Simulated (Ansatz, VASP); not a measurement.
## Ti: VASP beside Ansatz

```
Ti
1.0
     2.95000    0.00000    0.00000
    -1.47500    2.55477    0.00000
     0.00000    0.00000    4.68600
Ti
2
Direct
  0.33333 0.66667 0.25000
  0.66667 0.33333 0.75000
```

Alike in both runs: task single point; functional PBE; k mesh 13 × 13 × 7; no spin polarisation.

|  | VASP | Ansatz |
| --- | --- | --- |
| version | VASP 6.6.1 | Ansatz 0.2.0 |
| potentials or method | VASP PAW PBE potentials, release 64 (Ti_sv), cutoff 520 eV | all-electron LAPW, scalar-relativistic |
| occupations | methfessel-paxton of order 1, width 0.15 eV | cold, width 0.15 eV |

VASP gave:

```
pressure (GPa)                                                : -1.9
traceless stress, the component that is largest in VASP (GPa) : -0.29
```

Problem. Estimate Ansatz's values.

Solution. Pressure (GPa): -1.7; traceless stress, the component that is largest in VASP (GPa): -0.28.

Ansatz ran all-electron here, and VASP with PAW potentials.
